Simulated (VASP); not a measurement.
# MgC2 (P-3m1) in VASP: notebook

MgC2 is run at these levels: PBEsol; tasks: relaxation of cell and atoms.

All numbers are computed with VASP 6.6.1; they aren't measurements. Logs are shortened: lines on timing, memory, paths and dates and some standing lists are left out, and cuts for length are marked.

## 1. The cell of the first run

It takes space group P-3m1 (No. 164, trigonal). The conventional cell has a = 3.100 Å, b = 3.100 Å, c = 4.960 Å, α = 90.00°, β = 90.00°, γ = 120.00°. Within 2.9 Å of Mg (site symmetry -3m) lie 6 C at 2.18 Å. C (site symmetry 3m) has 3 Mg at 2.18 Å within 2.9 Å.

## 2. Relaxation of cell and atoms, PBEsol

File INCAR:

```
PREC = Accurate
ENCUT = 600
EDIFF = 1E-6
ISMEAR = 1
SIGMA = 0.01
LREAL = False
LASPH = True
NELM = 80
ALGO = Normal
ISIF = 3
LWAVE = False
LCHARG = False
GGA = PS
IBRION = 2
NSW = 80
EDIFFG = -0.03
```

File KPOINTS:

```
regular mesh
0
Gamma
  5 5 3
```

File POSCAR:

```
MgC2
1.0
    3.1000000000      0.0000000000      0.0000000000
   -1.5500000000      2.6846787517      0.0000000000
    0.0000000000      0.0000000000      4.9600000000
Mg C
1 2
Direct
    0.0000000000      0.0000000000      0.0000000000
    0.3333333333      0.6666666667      0.2500000000
    0.6666666667      0.3333333333      0.7500000000
```

Potentials or basis: VASP PAW PBE potentials, release 64 (Mg, C).

Run with:

```bash
cat potpaw_PBE.64/Mg/POTCAR potpaw_PBE.64/C/POTCAR > POTCAR
mpirun -np 1 vasp_std > vasp.out
```

OUTCAR:

```text
PREC = Accurate
   ENCUT = 600
   EDIFF = 1E-6
   ISMEAR = 1
   LREAL = False
   LASPH = True
   NELM = 80
   ISIF = 3
   GGA = PS
   IBRION = 2
   NSW = 80
   EDIFFG = -0.03

 ion  position               nearest neighbor table
   1  0.000  0.000  0.000-   2 2.18   3 2.18   2 2.18   3 2.18   3 2.18   2 2.18
   2  0.333  0.667  0.250-   1 2.18   1 2.18   1 2.18
   3  0.667  0.333  0.750-   1 2.18   1 2.18   1 2.18

  LATTYP: Found a hexagonal cell.
 ALAT       =     3.1000000000
 C/A-ratio  =     1.6000000000

  Lattice vectors:

 A1 = (   3.1000000000,   0.0000000000,   0.0000000000)
 A2 = (  -1.5500000000,   2.6846787517,   0.0000000000)
 A3 = (   0.0000000000,   0.0000000000,   4.9600000000)

Analysis of symmetry for initial positions (statically):
=====================================================================
 Subroutine PRICEL returns:
 Original cell was already a primitive cell.

 Routine SETGRP: Setting up the symmetry group for a
 hexagonal supercell.

 Subroutine GETGRP returns: Found 12 space group operations
 (whereof 12 operations were pure point group operations)
 out of a pool of 24 trial point group operations.

The static configuration has the point symmetry D_3d.

Analysis of symmetry for dynamics (positions and initial velocities):
=====================================================================
 Subroutine PRICEL returns:
 Original cell was already a primitive cell.

 Routine SETGRP: Setting up the symmetry group for a
 hexagonal supercell.

 Subroutine GETGRP returns: Found 12 space group operations
 (whereof 12 operations were pure point group operations)
 out of a pool of 24 trial point group operations.

The dynamic configuration has the point symmetry D_3d.

 Subroutine INISYM returns: Found 12 space group operations
 (whereof 12 operations are pure point group operations),
 and found     1 'primitive' translations

----------------------------------------------------------------------------------------

                                     Primitive cell

  volume of cell :      41.2796

  direct lattice vectors                    reciprocal lattice vectors
     3.100000000  0.000000000  0.000000000     0.322580645  0.186242022  0.000000000
    -1.550000000  2.684678752  0.000000000     0.000000000  0.372484045  0.000000000
     0.000000000  0.000000000  4.960000000     0.000000000  0.000000000  0.201612903

  length of vectors
     3.100000000  3.100000000  4.960000000     0.372484045  0.372484045  0.201612903

  position of ions in fractional coordinates (direct lattice)
     0.000000000  0.000000000  0.000000000
     0.333333333  0.666666667  0.250000000
     0.666666667  0.333333333  0.750000000

  ion indices of the primitive-cell ions
   primitive index   ion index
                 1           1
                 2           2
                 3           3

----------------------------------------------------------------------------------------

 KPOINTS: regular mesh

Automatic generation of k-mesh.
 Grid dimensions read from file:
 generate k-points for:    5    5    3

 Generating k-lattice:

  Cartesian coordinates                     Fractional coordinates (reciprocal lattice)
     0.064516129  0.037248404  0.000000000     0.200000000  0.000000000  0.000000000
     0.000000000  0.074496809  0.000000000     0.000000000  0.200000000  0.000000000
     0.000000000  0.000000000  0.067204301     0.000000000  0.000000000  0.333333333

  Length of vectors
     0.074496809  0.074496809  0.067204301

  Shift w.r.t. Gamma in fractional coordinates (k-lattice)
     0.000000000  0.000000000  0.000000000

 Subroutine IBZKPT returns following result:
 ===========================================

 Found     12 irreducible k-points:

 Following reciprocal coordinates:
            Coordinates               Weight
  0.000000  0.000000  0.000000      1.000000
  0.200000  0.000000  0.000000      6.000000
  0.400000  0.000000  0.000000      6.000000
  0.200000  0.200000  0.000000      6.000000
  0.400000  0.200000  0.000000      6.000000
  0.000000  0.000000  0.333333      2.000000
  0.200000  0.000000  0.333333      6.000000
  0.000000  0.200000  0.333333      6.000000
  0.400000  0.000000  0.333333      6.000000
  0.000000  0.400000  0.333333      6.000000
  0.200000  0.200000  0.333333     12.000000
  0.400000  0.200000  0.333333     12.000000
   k-points           NKPTS =     12   k-points in BZ     NKDIM =     12   number of bands    NBANDS=      9
   number of dos      NEDOS =    301   number of ions     NIONS =      3
   total plane-waves  NPLWV =  31360
   dimension x,y,z NGX =    28 NGY =   28 NGZ =   40
   dimension x,y,z NGXF=    56 NGYF=   56 NGZF=   80
   ions per type =               1   2
   NGX,Y,Z   is equivalent  to a cutoff of  15.02, 15.02, 13.41 a.u.
   NGXF,Y,Z  is equivalent  to a cutoff of  30.03, 30.03, 26.81 a.u.
 SYSTEM =  unknown system
   PREC   = accura    normal or accurate (medium, high low for compatibility)
   ISTART =      0    job   : 0-new  1-cont  2-samecut
   ICHARG =      2    charge: 1-file 2-atom 10-const
   ISPIN  =      1    spin polarized calculation?
   LNONCOLLINEAR =      F non collinear calculations
   LSORBIT =      F    spin-orbit coupling
   LASPH  =      T    aspherical Exc in radial PAW
   ENCUT  =  600.0 eV  44.10 Ry    6.64 a.u.   6.19  6.19  9.91*2*pi/ulx,y,z
   NELM   =     80;   NELMIN=  2; NELMDL= -5     # of ELM steps
   EDIFF  = 0.1E-05   stopping-criterion for ELM
   LREAL  =      F    real-space projection
   EDIFFG = -.3E-01   stopping-criterion for IOM
   NSW    =     80    number of steps for IOM
   IBRION =      2    ionic relax: 0-MD 1-quasi-New 2-CG
   NFREE  =      1    steps in history (QN), initial steepest desc. (CG)
   ISIF   =      3    stress and relaxation
   ISYM   =      2    0-nonsym 1-usesym 2-fastsym
   POTIM  = 0.5000    time-step for ionic-motion
   TEBEG  =    0.0;   TEEND  =   0.0 temperature during run
   PSTRESS=    0.0 pullay stress
   NELECT =      10.0000    total number of electrons
   NUPDOWN=      -1.0000    fix difference up-down
   EMIN   =  10.00;   EMAX   =-10.00  energy-range for DOS
   EFERMI =   0.00;   METHOD = LEGACY
   ISMEAR =     1;   SIGMA  =   0.01  broadening in eV -4-tet -1-fermi 0-gaus
   EFERMI_NEDOS =   21; number of points for ismear=-14 and -15
   IALGO  =     38    algorithm
   IMIX   =      4    mixing-type and parameters
     AMIX     =   0.40;   BMIX     =  1.00
     AMIX_MAG =   1.60;   BMIX_MAG =  1.00
  volume/ion in A,a.u.               =      13.76        92.86
  Fermi-wavevector in a.u.,A,eV,Ry     =   1.020539  1.928539 14.170465  1.041500
  Thomas-Fermi vector in A             =   2.154114
   LORBIT       =      0    0 simple, 1 ext, 2 COOP (PROOUT), +10 PAW based schemes
   GGA     = PS    functional components
   LHFCALC =     F    Hartree Fock is set to
   AEXX    =    0.0000 exact exchange contribution
   IVDW    =     0    specifies the selected vdW correction
   LEPSILON=     F    determine dielectric tensor
   LRPA    =     F    only Hartree local field effects (RPA)
 conjugate gradient relaxation of ions
 non-spin polarized calculation
 Methfessel and Paxton  Order N= 1 SIGMA  =   0.01
  energy-cutoff  :      600.00
  volume of cell :       41.28
 maximum number of plane-waves:      1387
 NGX is ok and might be reduce to    28
   NGX = 13   NGY = 13   NGZ = 19

--------------------------------------- Ionic step        1  -------------------------------------------

 number of electron      10.0000000 magnetization

 Free energy of the ion-electron system (eV)
  ---------------------------------------------------
  ext. energy  EPLUGINS =         0.00000000
  ---------------------------------------------------
  free energy    TOTEN  =       -11.01868510 eV

  energy without entropy =      -11.01869168  energy(sigma->0) =      -11.01868729

------------------------ aborting loop because EDIFF is reached ----------------------------------------

  FORCE on cell =-STRESS in cart. coord.  units (eV):
  Direction    XX          YY          ZZ          XY          YZ          ZX
  --------------------------------------------------------------------------------------
  -------------------------------------------------------------------------------------
  Total        0.3553410      0.3553410     -1.2368744      0.0000000     -0.0000000      0.0000000
  in kB       13.7917751     13.7917751    -48.0065508      0.0000000     -0.0000000      0.0000000
  external PRESSURE =      -6.8076669 kB  Pullay stress =       0.0000000 kB
[... 539 lines left out ...]
 k-point    12 :       0.4000    0.2000    0.3333
  band No.  band energies     occupation
      1      -3.9021      2.00000
      2      -2.6701      2.00000
      3       1.5745      2.00000
      4       4.8528      2.00000
      5       6.9125      2.00000
      6      15.6107      0.00000
      7      18.9251      0.00000
      8      19.4171      0.00000
      9      20.5663      0.00000

[... ionic steps 4 to 25 ...]

--------------------------------------- Ionic step       26  -------------------------------------------

 number of electron      10.0000000 magnetization

------------------------ aborting loop because EDIFF is reached ----------------------------------------

  FORCE on cell =-STRESS in cart. coord.  units (eV):
  Direction    XX          YY          ZZ          XY          YZ          ZX
  --------------------------------------------------------------------------------------
  -------------------------------------------------------------------------------------
  Total       -0.0537683     -0.0537683     -0.3394938     -0.0000000      0.0000000      0.0000000
  in kB       -3.4403672     -3.4403672    -21.7225298     -0.0000000      0.0000000      0.0000000
  external PRESSURE =      -9.5344214 kB  Pullay stress =       0.0000000 kB
[... 59 lines left out ...]
  energy  without entropy=      -19.4572163259  energy(sigma->0) =      -19.45721633

--------------------------------------- Ionic step       28  -------------------------------------------

 number of electron      10.0000000 magnetization

 Free energy of the ion-electron system (eV)
  ---------------------------------------------------
  ext. energy  EPLUGINS =         0.00000000
  ---------------------------------------------------
  free energy    TOTEN  =       -19.45741498 eV

  energy without entropy =      -19.45741498  energy(sigma->0) =      -19.45741498

 E-fermi :   7.4507     XC(G=0): -11.8318

 val. band max:        7.3680522359   @ k =   0.2000   0.2000   0.3333
 cond. band min:       9.3901814658   @ k =   0.4000   0.0000   0.0000
 fundamental gap:      2.0221292299
 Fermi energy:         7.4507215860

 k-point     1 :       0.0000    0.0000    0.0000
  band No.  band energies     occupation
      1     -11.1931      2.00000
      2      -0.7793      2.00000
      3       2.7210      2.00000
      4       5.2946      2.00000
      5       5.2946      2.00000
      6      13.6336      0.00000
      7      13.6336      0.00000
      8      14.9001      0.00000
      9      15.2442      0.00000
[... 160 lines left out ...]
  FREE ENERGIE OF THE ION-ELECTRON SYSTEM (eV)
  ---------------------------------------------------
  free  energy   TOTEN  =       -19.4574149780 eV

  energy  without entropy=      -19.4574149780  energy(sigma->0) =      -19.45741498

 reached required accuracy - stopping structural energy minimisation
```

It took 4.3 min on 1 thread of Intel Xeon 8259CL, shared host; peak memory 0.19 GiB.

What came out:

| Item | Value |
| --- | --- |
| Free energy | -19.4574 eV |
| Relaxed volume | 8.35 Å³/atom |
| Relaxed cell | a = 2.623 Å, b = 2.623 Å, c = 4.204 Å, α = 90.00°, β = 90.00°, γ = 120.00° |
| Space group after relaxing (to 0.1 Å) | P-3m1 (No. 164) |
| Energy gained by relaxing | 2812.9 meV/atom |
| Ionic steps | 28 |
| Pressure after relaxing | 0.3 GPa |
| Band gap on the k mesh | 2.02 eV (least direct gap 3.30 eV) |

Forces in eV/Å, atoms in the order of the input:
```
Mg   0.000  0.000  0.000
C    0.000  0.000 -0.002
C    0.000  0.000  0.002
```

The path:
```csv
step,energy change (eV),largest force (eV/Å),pressure (GPa),volume (Å³)
1,0.0000,1.1528,-0.68,41.28
2,-0.1670,1.3180,-3.20,40.92
3,-1.0748,2.9906,-13.26,39.75
4,-4.5043,3.5540,-32.06,36.96
5,-4.3005,0.3765,-13.47,29.42
6,-4.9068,0.5712,-22.72,31.97
7,-4.8937,1.0962,-22.75,32.47
8,-4.9099,0.8227,-22.74,32.22
9,-4.9680,0.5975,-22.53,31.84
10,-5.0686,0.1290,-21.35,30.72
11,-5.0350,0.5153,-13.75,28.55
12,-5.0898,0.0125,-19.65,29.95
13,-5.2246,0.0449,-18.23,29.45
14,-5.5629,0.2156,-12.98,27.97
15,-5.9985,0.3021,-2.21,25.10
16,-6.5938,2.0766,50.41,19.72
17,-6.8194,2.3163,56.19,19.55
18,-7.1385,0.6769,80.83,18.94
19,-7.6662,1.7659,53.81,20.20
20,-7.9674,3.5155,22.85,22.23
21,-8.2462,1.8507,12.62,23.01
22,-8.3646,0.0604,1.83,24.03
23,-8.3825,0.0938,1.28,24.17
24,-8.4189,0.2201,-0.07,24.57
25,-8.4257,0.5577,-1.23,25.36
26,-8.4326,0.3967,-0.95,25.04
27,-8.4385,0.0663,0.11,25.04
28,-8.4387,0.0024,0.33,25.04
```

Final structure:
```xyz
3
Lattice="2.6227 0.0000 0.0000 -1.3114 2.2714 0.0000 0.0000 0.0000 4.2038" Properties=species:S:1:pos:R:3 pbc="T T T"
Mg    0.0000    0.0000    0.0000
C     0.0000    1.5142    2.3275
C     1.3114    0.7571    1.8763
```

Levels at points of the mesh, in eV from the valence-band top:
| k point | band 3 | band 4 | band 5 | band 6 | band 7 | band 8 |
| --- | --- | --- | --- | --- | --- | --- |
| (0.00, 0.00, 0.00) | -4.65 | -2.07 | -2.07 | 6.27 | 6.27 | 7.53 |

Caveat: the k points lie up to 0.55 Å⁻¹ apart in the final cell; the volume moved by over 15 % at a fixed basis, so the end points are rough; the PAW data sets were made with another functional, which shifts forces and pressure a little.

(Continued in part 2 of 2.)
